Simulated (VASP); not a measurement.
# SnTe (Pm-3m) in VASP: settings compared

The runs below take SnTe through single point, with PBE, r2SCAN.

Program: VASP 6.6.1. These are calculated values, not measurements. Logs are shortened: lines on timing, memory, paths and dates and some standing lists are left out, and cuts for length are marked.

## 1. The cell of the first run

It takes space group Pm-3m (No. 221, cubic). Conventional cell: a = 3.892 Å, b = 3.892 Å, c = 3.892 Å, α = 90.00°, β = 90.00°, γ = 90.00°. Sn (site symmetry m-3m) has 8 Te at 3.37 Å and 6 Sn at 3.89 Å within 4.4 Å. Te (site symmetry m-3m) has 8 Sn at 3.37 Å and 6 Te at 3.89 Å within 4.4 Å.

## 2. Single point, PBE

The input, INCAR:

```
SYSTEM = SnTe
ALGO = Normal ; EDIFF = 1E-6
ENCUT = 500 ; GGA = PE
GGA_COMPAT = .False. ; ISIF = 2
ISMEAR = -1 ; LASPH = .True.
LCHARG = .False. ; LREAL = .False.
LWAVE = .False. ; NBANDS = 17
NELM = 120 ; PREC = Accurate
SIGMA = 0.02
```

The input, KPOINTS:

```
k-points
0
Gamma
  6 6 6
  0 0 0
```

The input, POSCAR:

```
SnTe
1.0
    3.8918236295      0.0000000000      0.0000000000
    0.0000000000      3.8918236295      0.0000000000
    0.0000000000      0.0000000000      3.8918236295
Sn Te
1 1
Direct
    0.0000000000      0.0000000000      0.0000000000
    0.5000000000      0.5000000000      0.5000000000
```

Potentials or basis: VASP PAW PBE potentials, release 64 (Sn_d, Te).

On the command line:

```sh
$ cat potpaw_PBE.64/Sn_d/POTCAR potpaw_PBE.64/Te/POTCAR > POTCAR
$ mpirun -np 1 vasp_std > vasp.out
```

OUTCAR:

```text
SYSTEM = SnTe
   EDIFF = 1E-6
   ENCUT = 500
   GGA = PE
   ISIF = 2
   ISMEAR = -1
   LASPH = .True.
   LREAL = .False.
   NELM = 120
   PREC = Accurate

 ion  position               nearest neighbor table
   1  0.000  0.000  0.000-   2 3.37   2 3.37   2 3.37   2 3.37   2 3.37   2 3.37   2 3.37   2 3.37

   2  0.500  0.500  0.500-   1 3.37   1 3.37   1 3.37   1 3.37   1 3.37   1 3.37   1 3.37   1 3.37

  LATTYP: Found a simple cubic cell.
 ALAT       =     3.8918236295

  Lattice vectors:

 A1 = (   3.8918236295,   0.0000000000,   0.0000000000)
 A2 = (   0.0000000000,   3.8918236295,   0.0000000000)
 A3 = (   0.0000000000,   0.0000000000,   3.8918236295)

Analysis of symmetry for initial positions (statically):
=====================================================================
 Subroutine PRICEL returns:
 Original cell was already a primitive cell.

 Routine SETGRP: Setting up the symmetry group for a
 simple cubic supercell.

 Subroutine GETGRP returns: Found 48 space group operations
 (whereof 48 operations were pure point group operations)
 out of a pool of 48 trial point group operations.

The static configuration has the point symmetry O_h .

Analysis of symmetry for dynamics (positions and initial velocities):
=====================================================================
 Subroutine PRICEL returns:
 Original cell was already a primitive cell.

 Routine SETGRP: Setting up the symmetry group for a
 simple cubic supercell.

 Subroutine GETGRP returns: Found 48 space group operations
 (whereof 48 operations were pure point group operations)
 out of a pool of 48 trial point group operations.

The dynamic configuration has the point symmetry O_h .

 Subroutine INISYM returns: Found 48 space group operations
 (whereof 48 operations are pure point group operations),
 and found     1 'primitive' translations

----------------------------------------------------------------------------------------

                                     Primitive cell

  volume of cell :      58.9467

  direct lattice vectors                    reciprocal lattice vectors
     3.891823630  0.000000000  0.000000000     0.256948951  0.000000000  0.000000000
     0.000000000  3.891823630  0.000000000     0.000000000  0.256948951  0.000000000
     0.000000000  0.000000000  3.891823630     0.000000000  0.000000000  0.256948951

  length of vectors
     3.891823630  3.891823630  3.891823630     0.256948951  0.256948951  0.256948951

  position of ions in fractional coordinates (direct lattice)
     0.000000000  0.000000000  0.000000000
     0.500000000  0.500000000  0.500000000

  ion indices of the primitive-cell ions
   primitive index   ion index
                 1           1
                 2           2

----------------------------------------------------------------------------------------

 KPOINTS: k-points

Automatic generation of k-mesh.
 Grid dimensions read from file:
 generate k-points for:    6    6    6

 Generating k-lattice:

  Cartesian coordinates                     Fractional coordinates (reciprocal lattice)
     0.042824825  0.000000000  0.000000000     0.166666667  0.000000000  0.000000000
     0.000000000  0.042824825  0.000000000     0.000000000  0.166666667  0.000000000
     0.000000000  0.000000000  0.042824825     0.000000000  0.000000000  0.166666667

  Length of vectors
     0.042824825  0.042824825  0.042824825

  Shift w.r.t. Gamma in fractional coordinates (k-lattice)
     0.000000000  0.000000000  0.000000000

 Subroutine IBZKPT returns following result:
 ===========================================

 Found     20 irreducible k-points:

 Following reciprocal coordinates:
            Coordinates               Weight
  0.000000  0.000000  0.000000      1.000000
  0.166667  0.000000  0.000000      6.000000
  0.333333  0.000000  0.000000      6.000000
  0.500000  0.000000  0.000000      3.000000
  0.166667  0.166667  0.000000     12.000000
  0.333333  0.166667  0.000000     24.000000
[... 12 lines left out ...]
  0.500000  0.500000  0.333333      6.000000
  0.500000  0.500000  0.500000      1.000000
   k-points           NKPTS =     20   k-points in BZ     NKDIM =     20   number of bands    NBANDS=     17
   number of dos      NEDOS =    301   number of ions     NIONS =      2
   total plane-waves  NPLWV =  21952
   dimension x,y,z NGX =    28 NGY =   28 NGZ =   28
   dimension x,y,z NGXF=    56 NGYF=   56 NGZF=   56
   ions per type =               1   1
   NGX,Y,Z   is equivalent  to a cutoff of  11.96, 11.96, 11.96 a.u.
   NGXF,Y,Z  is equivalent  to a cutoff of  23.92, 23.92, 23.92 a.u.
 SYSTEM =  SnTe
   PREC   = accura    normal or accurate (medium, high low for compatibility)
   ISTART =      0    job   : 0-new  1-cont  2-samecut
   ICHARG =      2    charge: 1-file 2-atom 10-const
   ISPIN  =      1    spin polarized calculation?
   LNONCOLLINEAR =      F non collinear calculations
   LSORBIT =      F    spin-orbit coupling
   LASPH  =      T    aspherical Exc in radial PAW
   ENCUT  =  500.0 eV  36.75 Ry    6.06 a.u.   7.10  7.10  7.10*2*pi/ulx,y,z
   NELM   =    120;   NELMIN=  2; NELMDL= -5     # of ELM steps
   EDIFF  = 0.1E-05   stopping-criterion for ELM
   LREAL  =      F    real-space projection
   EDIFFG = 0.1E-04   stopping-criterion for IOM
   NSW    =      0    number of steps for IOM
   IBRION =     -1    ionic relax: 0-MD 1-quasi-New 2-CG
   NFREE  =      0    steps in history (QN), initial steepest desc. (CG)
   ISIF   =      2    stress and relaxation
   ISYM   =      2    0-nonsym 1-usesym 2-fastsym
   POTIM  = 0.5000    time-step for ionic-motion
   TEBEG  =    0.0;   TEEND  =   0.0 temperature during run
   PSTRESS=    0.0 pullay stress
   NELECT =      20.0000    total number of electrons
   NUPDOWN=      -1.0000    fix difference up-down
   EMIN   =  10.00;   EMAX   =-10.00  energy-range for DOS
   EFERMI =   0.00;   METHOD = LEGACY
   ISMEAR =    -1;   SIGMA  =   0.02  broadening in eV -4-tet -1-fermi 0-gaus
   EFERMI_NEDOS =   21; number of points for ismear=-14 and -15
   IALGO  =     38    algorithm
   IMIX   =      4    mixing-type and parameters
     AMIX     =   0.40;   BMIX     =  1.00
     AMIX_MAG =   1.60;   BMIX_MAG =  1.00
  volume/ion in A,a.u.               =      29.47       198.90
  Fermi-wavevector in a.u.,A,eV,Ry     =   1.141822  2.157730 17.738692  1.303757
  Thomas-Fermi vector in A             =   2.278521
   LORBIT       =      0    0 simple, 1 ext, 2 COOP (PROOUT), +10 PAW based schemes
   GGA     = PE    functional components
   LHFCALC =     F    Hartree Fock is set to
   AEXX    =    0.0000 exact exchange contribution
   IVDW    =     0    specifies the selected vdW correction
   LEPSILON=     F    determine dielectric tensor
   LRPA    =     F    only Hartree local field effects (RPA)
 non-spin polarized calculation
  energy-cutoff  :      500.00
  volume of cell :       58.95
 maximum number of plane-waves:      1518
   NGX = 15   NGY = 15   NGZ = 15

 number of electron      19.9999990 magnetization

 Free energy of the ion-electron system (eV)
  ---------------------------------------------------
  ext. energy  EPLUGINS =         0.00000000
  ---------------------------------------------------
  free energy    TOTEN  =        -7.08553676 eV

  energy without entropy =       -7.08377948  energy(sigma->0) =       -7.08465812

 E-fermi :   7.1553     XC(G=0):  -9.9170

 val. band max:        7.0484811484   @ k =   0.5000   0.1667   0.0000
 cond. band min:       7.1634425328   @ k =   0.5000   0.5000   0.3333
 fundamental gap:      0.1149613844
 Fermi energy:         7.1552504236

 k-point     1 :       0.0000    0.0000    0.0000
  band No.  band energies     occupation
      1     -14.4642      2.00000
      2     -14.4642      2.00000
      3     -14.4250      2.00000
      4     -14.4250      2.00000
      5     -14.4250      2.00000
      6      -5.1998      2.00000
[... 9 lines left out ...]
     16      18.0820      0.00000
     17      18.0820      0.00000

 k-point     2 :       0.1667    0.0000    0.0000
  band No.  band energies     occupation
      1     -14.4639      2.00000
      2     -14.4558      2.00000
      3     -14.4277      2.00000
      4     -14.4277      2.00000
      5     -14.4248      2.00000
      6      -4.9827      2.00000
[... 9 lines left out ...]
     16      16.9223      0.00000
     17      17.5984      0.00000

 k-point     3 :       0.3333    0.0000    0.0000
  band No.  band energies     occupation
      1     -14.4632      2.00000
      2     -14.4390      2.00000
      3     -14.4333      2.00000
      4     -14.4333      2.00000
      5     -14.4244      2.00000
      6      -4.4145      2.00000
[... 9 lines left out ...]
     16      15.6829      0.00000
     17      18.1100      0.00000

 k-point     4 :       0.5000    0.0000    0.0000
  band No.  band energies     occupation
      1     -14.4628      2.00000
      2     -14.4361      2.00000
      3     -14.4361      2.00000
      4     -14.4306      2.00000
      5     -14.4242      2.00000
      6      -3.9880      2.00000
[... 9 lines left out ...]
     16      19.1146      0.00000
     17      19.4534      0.00000
[... 263 lines left out ...]
      1     -14.4458      2.00000
      2     -14.4448      2.00000
      3     -14.4411      2.00000
      4     -14.4242      2.00000
      5     -14.4158      2.00000
      6      -2.9785      2.00000
[... 9 lines left out ...]
     16      18.1481      0.00000
     17      20.2563      0.00000

 k-point    19 :       0.5000    0.5000    0.3333
  band No.  band energies     occupation
      1     -14.4489      2.00000
      2     -14.4443      2.00000
      3     -14.4443      2.00000
      4     -14.4199      2.00000
      5     -14.4113      2.00000
      6      -2.7983      2.00000
[... 9 lines left out ...]
     16      19.3479      0.00000
     17      20.3512      0.00000

 k-point    20 :       0.5000    0.5000    0.5000
  band No.  band energies     occupation
      1     -14.4477      2.00000
      2     -14.4477      2.00000
      3     -14.4477      2.00000
      4     -14.4111      2.00000
      5     -14.4111      2.00000
      6      -2.6474      2.00000
[... 9 lines left out ...]
     16      21.2092      0.00000
     17      22.3918      0.00000

------------------------ aborting loop because EDIFF is reached ----------------------------------------

  FORCE on cell =-STRESS in cart. coord.  units (eV):
  Direction    XX          YY          ZZ          XY          YZ          ZX
  --------------------------------------------------------------------------------------
  -------------------------------------------------------------------------------------
  Total        0.0774553      0.0774553      0.0774553      0.0000000      0.0000000      0.0000000
  in kB        2.1052429      2.1052429      2.1052429      0.0000000      0.0000000      0.0000000
  external PRESSURE =       2.1052429 kB  Pullay stress =       0.0000000 kB

 VOLUME and BASIS-vectors are now :
 -----------------------------------------------------------------------------
  energy-cutoff  :      500.00
  volume of cell :       58.95
      direct lattice vectors                 reciprocal lattice vectors
     3.891823630  0.000000000  0.000000000     0.256948951  0.000000000  0.000000000
     0.000000000  3.891823630  0.000000000     0.000000000  0.256948951  0.000000000
     0.000000000  0.000000000  3.891823630     0.000000000  0.000000000  0.256948951

 POSITION                                       TOTAL-FORCE (eV/Angst)
 -----------------------------------------------------------------------------------
      0.00000      0.00000      0.00000         0.000000      0.000000      0.000000
      1.94591      1.94591      1.94591         0.000000      0.000000      0.000000
 -----------------------------------------------------------------------------------
    total drift:                               -0.000000      0.000000     -0.000000

  FREE ENERGIE OF THE ION-ELECTRON SYSTEM (eV)
  ---------------------------------------------------
  free  energy   TOTEN  =        -7.0855367627 eV

  energy  without entropy=       -7.0837794753  energy(sigma->0) =       -7.08465812
```

It took 6.5 s on 1 thread of Intel Xeon 6975P-C (Granite Rapids), shared host; peak memory 0.16 GiB.

What came out:

```yaml
Free_energy: -7.0855 eV
Pressure: 0.2 GPa
Band_gap_on_the_k_mesh: zero (bands 10 and 11 overlap by 1.80 eV)
```

Caveat: the structure was generated, so it needn't be the stable form of SnTe; spin-orbit coupling is left out, which moves the levels of the heavy elements.

## 3. Single point, r2SCAN

POSCAR is that of step 2.

The input, INCAR.step1:

```
SYSTEM = SnTe
  ALGO = Normal
  EDIFF = 1E-5
  ENCUT = 550
  GGA = PE
  GGA_COMPAT = .FALSE.
  ISMEAR = -1
  LASPH = .TRUE.
  LCHARG = .FALSE.
  LREAL = .FALSE.
  LWAVE = .TRUE.
  NBANDS = 17
  NELM = 120
  PREC = Accurate
  SIGMA = 0.02
```

The input, INCAR.step2:

```
SYSTEM = SnTe
  ALGO = Normal
  EDIFF = 1E-6
  ENCUT = 550
  GGA_COMPAT = .FALSE.
  ISIF = 2
  ISMEAR = -1
  ISTART = 1
  LASPH = .TRUE.
  LCHARG = .TRUE.
  LELF = .TRUE.
  LMIXTAU = .TRUE.
  LREAL = .FALSE.
  LVHAR = .TRUE.
  LWAVE = .FALSE.
  METAGGA = R2SCAN
  NBANDS = 17
  NELM = 120
  PREC = Accurate
  SIGMA = 0.02
```

The input, KPOINTS:

```
k-points
0
G
  6 6 6
  0 0 0
```

Potentials or basis: VASP PAW PBE potentials, release 64 (Sn_d, Te).

On the command line:

```sh
$ cat potpaw_PBE.64/Sn_d/POTCAR potpaw_PBE.64/Te/POTCAR > POTCAR
$ cp INCAR.step1 INCAR
$ mpirun -np 1 vasp_std > vasp.out
$ cp INCAR.step2 INCAR
$ mpirun -np 1 vasp_std > vasp.out
```

It took 29 s on 1 thread of Intel Xeon 6975P-C (Granite Rapids), shared host; peak memory 0.18 GiB.

Results (log left out):

```yaml
Free_energy: -50.0732 eV
Pressure: 0.0 GPa
Band_gap_on_the_k_mesh: zero (bands 10 and 11 overlap by 1.77 eV)
```

Levels at points of the mesh, in eV from the Fermi level:
```
           k point  band 6  band 7  band 8  band 9  band 10  band 11  band 12  band 13  band 14  band 15
(0.00, 0.00, 0.00)  -12.93   -5.34   -1.96   -1.96    -1.96     3.98     3.98     5.65     5.65     5.65
(0.50, 0.00, 0.00)  -11.64   -8.58   -0.39   -0.39     0.08     0.42     2.20     2.20     5.85     6.77
(0.50, 0.50, 0.00)  -10.77   -6.65   -5.07   -5.07     0.19     3.45     4.08     4.08     6.55     7.63
(0.50, 0.50, 0.50)  -10.20   -5.47   -3.08   -3.08    -3.08    -1.34    -1.34    -1.34    15.05    15.05
```

Caveat: the structure was generated, so it needn't be the stable form of SnTe; the PAW data sets were made with another functional, which shifts forces and pressure a little; spin-orbit coupling is left out, which moves the levels of the heavy elements.

## 4. Single point, r2SCAN

POSCAR is that of step 3.

The input, INCAR.step1:

```
PREC     = Accurate       # precision mode
ENCUT    = 550            # plane-wave cutoff, eV
ISMEAR   = -1             # smearing method
SIGMA    = 0.02           # smearing width, eV
LREAL    = F              # projectors in reciprocal space
LASPH    = T              # aspherical terms in the spheres
NELM     = 120            # most SCF steps
NBANDS   = 17             # bands
GGA      = PE             # functional
ALGO     = Normal         # electronic algorithm
EDIFF    = 1E-5           # SCF threshold, eV
LWAVE    = T              # write WAVECAR
LCHARG   = F              # write CHGCAR
GGA_COMPAT= F
```

The input, INCAR.step2:

```
PREC     = Accurate       # precision mode
ENCUT    = 550            # plane-wave cutoff, eV
EDIFF    = 1E-6           # SCF threshold, eV
ISMEAR   = -1             # smearing method
SIGMA    = 0.02           # smearing width, eV
LREAL    = F              # projectors in reciprocal space
LASPH    = T              # aspherical terms in the spheres
NELM     = 120            # most SCF steps
ALGO     = Normal         # electronic algorithm
ISIF     = 2              # what is computed and relaxed
LWAVE    = F              # write WAVECAR
LCHARG   = F              # write CHGCAR
METAGGA  = R2SCAN         # meta-GGA
LMIXTAU  = T            
NBANDS   = 17             # bands
ISTART   = 1            
GGA_COMPAT= F
```

The input, KPOINTS:

```
regular mesh
0
Gamma
  6 6 6
```

On the command line:

```sh
$ cat potpaw_PBE.64/Sn_d/POTCAR potpaw_PBE.64/Te/POTCAR > POTCAR
$ cp INCAR.step1 INCAR
$ mpirun -np 1 vasp_std > vasp.out
$ cp INCAR.step2 INCAR
$ mpirun -np 1 vasp_std > vasp.out
```

Wall time 30 s (1 thread of Intel Xeon 6975P-C (Granite Rapids), shared host); peak memory 0.18 GiB.

Results (log left out):

```yaml
Free_energy: -50.0732 eV
Pressure: 0.0 GPa
Band_gap_on_the_k_mesh: zero (bands 10 and 11 overlap by 1.77 eV)
```

Levels at points of the mesh, in eV from the Fermi level:
```csv
k point,band 8,band 9,band 10,band 11,band 12,band 13
"(0.00, 0.00, 0.00)",-1.96,-1.96,-1.96,3.98,3.98,5.65
"(0.50, 0.00, 0.00)",-0.39,-0.39,0.08,0.42,2.20,2.20
"(0.50, 0.50, 0.00)",-5.07,-5.07,0.19,3.45,4.08,4.08
"(0.50, 0.50, 0.50)",-3.08,-3.08,-3.08,-1.34,-1.34,-1.34
```

Caveat: the structure was generated, so it needn't be the stable form of SnTe; the PAW data sets were made with another functional, which shifts forces and pressure a little; spin-orbit coupling is left out, which moves the levels of the heavy elements.

The gap in the log of VASP goes by the Fermi energy; the results here count the filled bands.